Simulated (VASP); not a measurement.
Crystal: FeSi.

```
CELL_PARAMETERS angstrom
4.55070 0.00000 0.00000
0.00000 4.55070 0.00000
0.00000 0.00000 4.55070
ATOMIC_POSITIONS crystal
Fe 0.13652 0.13652 0.13652
Fe 0.36348 0.86348 0.63652
Fe 0.63652 0.36348 0.86348
Fe 0.86348 0.63652 0.36348
Si 0.84240 0.84240 0.84240
Si 0.65760 0.15760 0.34240
Si 0.34240 0.65760 0.15760
Si 0.15760 0.34240 0.65760
```

| Quantity | Value |
| --- | --- |
| Program | VASP 6.6.1 |
| Task | relaxation of cell and atoms |
| Functional | LDA |
| Potentials or basis | VASP PAW LDA potentials, release 64 (Fe, Si) |
| Cutoff | 600 eV |
| k mesh | 8 × 8 × 8 |
| Occupations | gaussian, width 0.01 eV |
| Spin | no spin polarisation |

At the start: pressure -24.2 GPa; volume 11.78 Å³/atom.

Q: How do energy, volume and symmetry change on relaxing?

A: Over 20 steps the energy falls by 113.0 meV/atom and the volume is 10.45 Å³/atom (-11.3 %); space group P2_13 (No. 198, to 0.1 Å) before and after.

The path:
| step | energy change (eV) | largest force (eV/Å) | pressure (GPa) | volume (Å³) |
| --- | --- | --- | --- | --- |
| 1 | 0.0000 | 0.3611 | -24.25 | 94.24 |
| 2 | 0.9575 | 1.2371 | 57.01 | 71.96 |
| 3 | -0.8973 | 0.1409 | -1.15 | 84.10 |
| 4 | -0.8986 | 0.1593 | -0.29 | 83.81 |
| 5 | -0.8986 | 0.1725 | 0.31 | 83.61 |
| 6 | -0.9031 | 0.0649 | 0.48 | 83.55 |
| 7 | -0.9034 | 0.0326 | 0.41 | 83.53 |
| 8 | -0.9033 | 0.0039 | -0.67 | 83.83 |
| 9 | -0.9036 | 0.0187 | -0.12 | 83.67 |
| 10 | -0.9037 | 0.0075 | -0.03 | 83.64 |
| 11 | -0.9037 | 0.0037 | -0.02 | 83.62 |
| 12 | -0.9037 | 0.0040 | 0.08 | 83.62 |
| 13 | -0.9037 | 0.0039 | -0.07 | 83.62 |
| 14 | -0.9037 | 0.0039 | 0.13 | 83.57 |
| 15 | -0.9037 | 0.0034 | 0.02 | 83.61 |
| 16 | -0.9037 | 0.0036 | -0.04 | 83.61 |
| 17 | -0.9037 | 0.0028 | 0.07 | 83.61 |
| 18 | -0.9037 | 0.0035 | -0.01 | 83.61 |
| 19 | -0.9037 | 0.0033 | 0.03 | 83.61 |
| 20 | -0.9037 | 0.0009 | 0.00 | 83.63 |

Final structure:
```yaml
crystal:
  lattice:
    - [4.37306, 0.00000, 0.00000]
    - [0.00000, 4.37306, 0.00000]
    - [0.00000, 0.00000, 4.37306]
  atoms:
    - { symbol: Fe, position: [0.13718, 0.13718, 0.13718] }
    - { symbol: Fe, position: [0.36282, 0.86282, 0.63718] }
    - { symbol: Fe, position: [0.63718, 0.36282, 0.86282] }
    - { symbol: Fe, position: [0.86282, 0.63718, 0.36282] }
    - { symbol: Si, position: [0.84087, 0.84087, 0.84087] }
    - { symbol: Si, position: [0.65913, 0.15913, 0.34087] }
    - { symbol: Si, position: [0.34087, 0.65913, 0.15913] }
    - { symbol: Si, position: [0.15913, 0.34087, 0.65913] }
```
